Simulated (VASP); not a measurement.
# Al32C (a cell with a defect) in VASP: notebook, part 2 of 2

VASP 6.6.1. Earlier steps stand in the parts before.

## (3) Single point, PBE

INCAR

```
SYSTEM = Al32C
PREC = Accurate
ENCUT = 520
EDIFF = 1E-6
ISMEAR = -1
SIGMA = 0.1
LREAL = Auto
LASPH = .True.
NELM = 60
ALGO = Normal
ISIF = 2
LWAVE = .False.
LCHARG = .False.
GGA = PE
NBANDS = 72
```

KPOINTS

```
regular mesh
0
Gamma
  2 2 2
  0 0 0
```

POSCAR

```
Al32C
1.0
    8.1000000000      0.0000000000      0.0000000000
    0.0000000000      8.1000000000      0.0000000000
    0.0000000000      0.0000000000      8.1000000000
Al C
32 1
Direct
    0.4969190604      0.0024673289     -0.0031595477
    0.7529099469      0.2478368003     -0.0031813057
    0.7528982765      0.0024854411      0.2528136082
    0.0040466053      0.0042980824      0.0004662703
    0.2457641479      0.2460050452      0.0004650038
    0.4856122771      0.4858496671     -0.0144761979
    0.7641857824      0.7644329859     -0.0144515690
    0.2457614785      0.0043099698      0.2491502840
    0.4968963627      0.2478419870      0.2528210480
    0.7642499439      0.4858198418      0.2641628456
    0.5005519752      0.0043069625      0.5039823359
    0.7492452690      0.2459972529      0.5039882857
    0.7492448052      0.0042992146      0.7456824456
    0.0022268649      0.4971603239     -0.0031820108
    0.2475943198      0.7531480917     -0.0031635588
    0.0040643756      0.2459949857      0.2491525788
    0.2475803827      0.4971670873      0.2528155788
    0.4856059827      0.7644640167      0.2641410533
    0.0020526342      0.0023160472      0.5019689659
    0.2477448465      0.2480103626      0.5019727745
    0.4968966847      0.4971613517      0.5021417912
    0.7529095933      0.7531656153      0.5021461558
    0.2477616207      0.0023018434      0.7476823497
    0.5005522874      0.2460049150      0.7456766199
    0.7528975642      0.4971697841      0.7474981636
    0.0022260461      0.7531666204      0.2528217751
    0.0040637943      0.5008285176      0.5039900019
    0.2457624581      0.7495179612      0.5039822981
    0.0020517759      0.2480150158      0.7476687848
    0.2457635668      0.5008306607      0.7456737833
    0.4969200610      0.7531430189      0.7475170467
    0.0040467257      0.7495164295      0.7456838079
    0.6249150646      0.6251037318      0.1248908536
```

Potentials or basis: VASP PAW PBE potentials, release 64 (Al, C).

On the command line:

```sh
cat potpaw_PBE.64/Al/POTCAR potpaw_PBE.64/C/POTCAR > POTCAR
mpirun -np 1 vasp_std > vasp.out
```

OUTCAR:

```text
SYSTEM = Al32C
   PREC = Accurate
   ENCUT = 520
   EDIFF = 1E-6
   ISMEAR = -1
   LREAL = Auto
   LASPH = .True.
   NELM = 60
   ISIF = 2
   GGA = PE

 ion  position               nearest neighbor table
   1  0.497  0.002  0.997-   5 2.83  24 2.83  23 2.85  15 2.86  31 2.86   9 2.87   2 2.87   8 2.88
                            13 2.88   7 2.90  18 2.90   3 2.93
   2  0.753  0.248  0.997-  13 2.83   4 2.83  29 2.85  14 2.86  25 2.86   3 2.87   1 2.87  16 2.88
                            24 2.88   6 2.90  10 2.90   9 2.93
   3  0.753  0.002  0.253-  16 2.83  12 2.83  19 2.85  26 2.86  22 2.86   2 2.87   9 2.87   4 2.88
                            11 2.88   7 2.90  18 2.90   1 2.93
   4  0.004  0.004  0.000-   7 2.75   5 2.77  16 2.81   8 2.81   2 2.83  15 2.83  23 2.84  29 2.84
                            26 2.88   3 2.88  32 2.92  13 2.92
   5  0.246  0.246  0.000-   6 2.75   4 2.77   8 2.81  16 2.81   1 2.83  14 2.83  23 2.84  29 2.84
                             9 2.88  17 2.88  24 2.92  30 2.92
   6  0.486  0.486  0.986-  33 1.95  24 2.75   5 2.75  30 2.75  31 2.90   9 2.90   2 2.90  25 2.90
                            15 2.90  17 2.90   7 3.19  18 3.19  10 3.19
   7  0.764  0.764  0.986-  33 1.95  32 2.75   4 2.75  13 2.75  31 2.90   1 2.90  25 2.90  26 2.90
                            14 2.90   3 2.90   6 3.19  18 3.19  10 3.19
   8  0.246  0.004  0.249-  18 2.75  16 2.77   5 2.81   4 2.81   9 2.83  26 2.83  20 2.84  19 2.84
                             1 2.88  15 2.88  11 2.92  28 2.92
   9  0.497  0.248  0.253-   8 2.83  11 2.83  20 2.85  21 2.86  17 2.86   1 2.87   3 2.87   5 2.88
[... 32 lines left out ...]
                            24 2.88   7 2.90   6 2.90  31 2.93
  26  0.002  0.753  0.253-   8 2.83  28 2.83  19 2.85  22 2.86   3 2.86  15 2.87  17 2.87   4 2.88
                            27 2.88   7 2.90  10 2.90  14 2.93
  27  0.004  0.501  0.504-  10 2.75  30 2.77  32 2.81  28 2.81  25 2.83  17 2.83  29 2.84  20 2.84
                            22 2.88  26 2.88  12 2.92  16 2.92
  28  0.246  0.750  0.504-  18 2.75  32 2.77  30 2.81  27 2.81  31 2.83  26 2.83  23 2.84  19 2.84
                            21 2.88  17 2.88  11 2.92   8 2.92
  29  0.002  0.248  0.748-  20 2.81  19 2.81  23 2.81  12 2.84  27 2.84   5 2.84   4 2.84  13 2.84
                            30 2.84   2 2.85  14 2.85  25 2.85
  30  0.246  0.501  0.746-   6 2.75  27 2.77  28 2.81  32 2.81  21 2.83  14 2.83  20 2.84  29 2.84
                            31 2.88  15 2.88  24 2.92   5 2.92
  31  0.497  0.753  0.748-  28 2.83  11 2.83  23 2.85  15 2.86   1 2.86  21 2.87  22 2.87  30 2.88
                            13 2.88   7 2.90   6 2.90  25 2.93
  32  0.004  0.750  0.746-   7 2.75  28 2.77  27 2.81  30 2.81  22 2.83  15 2.83  23 2.84  19 2.84
                            14 2.88  25 2.88   4 2.92  13 2.92
  33  0.625  0.625  0.125-  10 1.95  18 1.95   6 1.95   7 1.95

  LATTYP: Found a simple cubic cell.
 ALAT       =     8.1000000000

  Lattice vectors:

 A1 = (   8.1000000000,   0.0000000000,   0.0000000000)
 A2 = (   0.0000000000,   8.1000000000,   0.0000000000)
 A3 = (   0.0000000000,   0.0000000000,   8.1000000000)

Analysis of symmetry for initial positions (statically):
=====================================================================
 Subroutine PRICEL returns:
 Original cell was already a primitive cell.

 Routine SETGRP: Setting up the symmetry group for a
 simple cubic supercell.

 Subroutine GETGRP returns: Found  1 space group operations
 (whereof  1 operations were pure point group operations)
 out of a pool of 48 trial point group operations.

The static configuration has the point symmetry C_1 .

Analysis of symmetry for dynamics (positions and initial velocities):
=====================================================================
 Subroutine PRICEL returns:
 Original cell was already a primitive cell.

 Routine SETGRP: Setting up the symmetry group for a
 simple cubic supercell.

 Subroutine GETGRP returns: Found  1 space group operations
[... 137 lines left out ...]
   NGXF,Y,Z  is equivalent  to a cutoff of  24.63, 24.63, 24.63 a.u.
 SYSTEM =  Al32C
   PREC   = accura    normal or accurate (medium, high low for compatibility)
   ISTART =      0    job   : 0-new  1-cont  2-samecut
   ICHARG =      2    charge: 1-file 2-atom 10-const
   ISPIN  =      1    spin polarized calculation?
   LNONCOLLINEAR =      F non collinear calculations
   LSORBIT =      F    spin-orbit coupling
   LASPH  =      T    aspherical Exc in radial PAW
   ENCUT  =  520.0 eV  38.22 Ry    6.18 a.u.  15.06 15.06 15.06*2*pi/ulx,y,z
   NELM   =     60;   NELMIN=  2; NELMDL= -5     # of ELM steps
   EDIFF  = 0.1E-05   stopping-criterion for ELM
   LREAL  =      T    real-space projection
   EDIFFG = 0.1E-04   stopping-criterion for IOM
   NSW    =      0    number of steps for IOM
   IBRION =     -1    ionic relax: 0-MD 1-quasi-New 2-CG
   NFREE  =      0    steps in history (QN), initial steepest desc. (CG)
   ISIF   =      2    stress and relaxation
   ISYM   =      2    0-nonsym 1-usesym 2-fastsym
   POTIM  = 0.5000    time-step for ionic-motion
   TEBEG  =    0.0;   TEEND  =   0.0 temperature during run
   PSTRESS=    0.0 pullay stress
   NELECT =     100.0000    total number of electrons
   NUPDOWN=      -1.0000    fix difference up-down
   EMIN   =  10.00;   EMAX   =-10.00  energy-range for DOS
   EFERMI =   0.00;   METHOD = LEGACY
   ISMEAR =    -1;   SIGMA  =   0.10  broadening in eV -4-tet -1-fermi 0-gaus
   EFERMI_NEDOS =   21; number of points for ismear=-14 and -15
   IALGO  =     38    algorithm
   IMIX   =      4    mixing-type and parameters
     AMIX     =   0.40;   BMIX     =  1.00
     AMIX_MAG =   1.60;   BMIX_MAG =  1.00
  volume/ion in A,a.u.               =      16.10       108.68
  Fermi-wavevector in a.u.,A,eV,Ry     =   0.938116  1.772782 11.973962  0.880061
  Thomas-Fermi vector in A             =   2.065295
   LORBIT       =      0    0 simple, 1 ext, 2 COOP (PROOUT), +10 PAW based schemes
   GGA     = PE    functional components
   LHFCALC =     F    Hartree Fock is set to
   AEXX    =    0.0000 exact exchange contribution
   IVDW    =     0    specifies the selected vdW correction
   LEPSILON=     F    determine dielectric tensor
   LRPA    =     F    only Hartree local field effects (RPA)
 non-spin polarized calculation
  energy-cutoff  :      520.00
  volume of cell :      531.44
 maximum number of plane-waves:     14400
   NGX = 31   NGY = 31   NGZ = 31

 number of electron     100.0000001 magnetization

 Free energy of the ion-electron system (eV)
  ---------------------------------------------------
  ext. energy  EPLUGINS =         0.00000000
  ---------------------------------------------------
  free energy    TOTEN  =      -127.65429382 eV

  energy without entropy =     -127.22244811  energy(sigma->0) =     -127.43837097

 E-fermi :   7.7124     XC(G=0): -10.2387

 val. band max:        7.6098305225   @ k =   0.5000   0.0000   0.0000
 cond. band min:       7.7801892229   @ k =   0.5000   0.0000   0.0000
 fundamental gap:      0.1703587004
 Fermi energy:         7.7124470151

 k-point     1 :       0.0000    0.0000    0.0000
  band No.  band energies     occupation
      1      -4.1540      2.00000
      2      -2.7084      2.00000
      3      -0.9334      2.00000
      4      -0.9333      2.00000
      5      -0.9333      2.00000
      6      -0.9042      2.00000
[... 509 lines left out ...]
     61      11.3167      0.00000
     62      11.3167      0.00000
 [bands above 62 left out]

------------------------ aborting loop because EDIFF is reached ----------------------------------------

  FORCE on cell =-STRESS in cart. coord.  units (eV):
  Direction    XX          YY          ZZ          XY          YZ          ZX
  --------------------------------------------------------------------------------------
  -------------------------------------------------------------------------------------
  Total        3.9343509      3.9372603      3.9374860     -0.0035620     -0.0038519      0.0039748
  in kB       11.8611997     11.8699709     11.8706512     -0.0107387     -0.0116127      0.0119832
  external PRESSURE =      11.8672739 kB  Pullay stress =       0.0000000 kB

 VOLUME and BASIS-vectors are now :
 -----------------------------------------------------------------------------
  energy-cutoff  :      520.00
  volume of cell :      531.44
      direct lattice vectors                 reciprocal lattice vectors
     8.100000000  0.000000000  0.000000000     0.123456790  0.000000000  0.000000000
     0.000000000  8.100000000  0.000000000     0.000000000  0.123456790  0.000000000
     0.000000000  0.000000000  8.100000000     0.000000000  0.000000000  0.123456790

 POSITION                                       TOTAL-FORCE (eV/Angst)
 -----------------------------------------------------------------------------------
      4.02504      0.01999      8.07441        -0.001854     -0.000181     -0.002781
      6.09857      2.00748      8.07423         0.002840      0.000378     -0.002348
      6.09848      0.02013      2.04779         0.001114      0.001447      0.001996
      0.03278      0.03481      0.00378        -0.002286     -0.002443      0.001105
      1.99069      1.99264      0.00377         0.001752      0.002369      0.000756
      3.93346      3.93538      7.98274        -0.000945     -0.000608     -0.001303
[... 25 lines left out ...]
      0.03278      6.07108      6.04004        -0.002274     -0.001036      0.002609
      5.06181      5.06334      1.01162         0.003076     -0.002461      0.003180
 -----------------------------------------------------------------------------------
    total drift:                                0.007906     -0.008376      0.010320

  FREE ENERGIE OF THE ION-ELECTRON SYSTEM (eV)
  ---------------------------------------------------
  free  energy   TOTEN  =      -127.6542938176 eV

  energy  without entropy=     -127.2224481134  energy(sigma->0) =     -127.43837097
```

It took 5.5 min on 1 thread of Intel Xeon Platinum 8259CL at 2.50GHz (Skylake/Cascade Lake), shared host; peak memory 0.56 GiB.

Results:

```
Free energy            : -127.6543 eV
Pressure               : 1.2 GPa
Largest force          : 0.005 eV/Å
Band gap on the k mesh : zero (bands 50 and 51 overlap by 0.81 eV)
```

Forces in eV/Å, atoms in the order of the input:
```
Al  -0.002  0.000 -0.003
Al   0.003  0.000 -0.002
Al   0.001  0.001  0.002
Al  -0.002 -0.002  0.001
Al   0.002  0.002  0.001
Al  -0.001 -0.001 -0.001
Al   0.001  0.001 -0.001
Al   0.003 -0.003  0.001
Al  -0.003  0.000  0.002
Al   0.001 -0.001  0.002
Al   0.001 -0.002 -0.002
Al   0.000  0.003 -0.003
Al   0.001 -0.003  0.002
Al  -0.001 -0.002 -0.002
Al   0.001  0.002 -0.002
Al  -0.003  0.003 -0.001
Al  -0.002 -0.002  0.002
Al  -0.001  0.001  0.001
Al   0.001  0.001  0.001
Al  -0.002 -0.002  0.002
Al  -0.002 -0.003  0.000
Al   0.003  0.002 -0.001
Al  -0.003  0.002 -0.002
Al   0.001  0.002  0.002
Al   0.001 -0.002 -0.001
Al  -0.001  0.002  0.002
Al  -0.003  0.000 -0.003
Al   0.002 -0.001 -0.002
Al   0.001 -0.001 -0.001
Al   0.003 -0.001  0.003
Al  -0.002  0.003  0.000
Al  -0.002 -0.001  0.003
C    0.003 -0.002  0.003
```

Caveat: the k points lie up to 0.39 Å⁻¹ apart, too coarse for converged energies and pressures of a metal.

The gap in the log of VASP goes by the Fermi energy; the results here count the filled bands.